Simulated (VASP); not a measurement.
Crystal: C.

```
C
1.0
     2.45540    0.00000    0.00000
    -1.22770    2.12644    0.00000
     0.00000    0.00000    6.66439
C
4
Direct
  0.00000 0.00000 0.25000
  0.00000 0.00000 0.75000
  0.33333 0.66667 0.25000
  0.66667 0.33333 0.75000
```

Base run:

* Program: VASP 6.6.1
* Functional: r2SCAN
* Potentials or basis: VASP PAW PBE potentials, release 64 (C)
* Cutoff: 660 eV
* k mesh: 12 × 12 × 4
* Occupations: fermi-dirac, width 0.02 eV
* Spin: no spin polarisation

Its results: band gap on the k mesh zero (band 8 reaches 4.75 eV, above the bottom of band 9 at 4.72 eV); pressure 0.7 GPa.

Task: The run is repeated on the same cell with these changes: functional from r2SCAN to PBE; cutoff from 660 eV to 600 eV. What comes out?

Result: Band gap on the k mesh zero (band 8 reaches 4.80 eV, above the bottom of band 9 at 4.78 eV); pressure 4.9 GPa.

Caveats: the PAW data sets were made with another functional, which shifts forces and pressure a little (some runs); this functional lacks dispersion, which binds the layers, so the pressure and a relaxed spacing across them are unreliable (some runs).
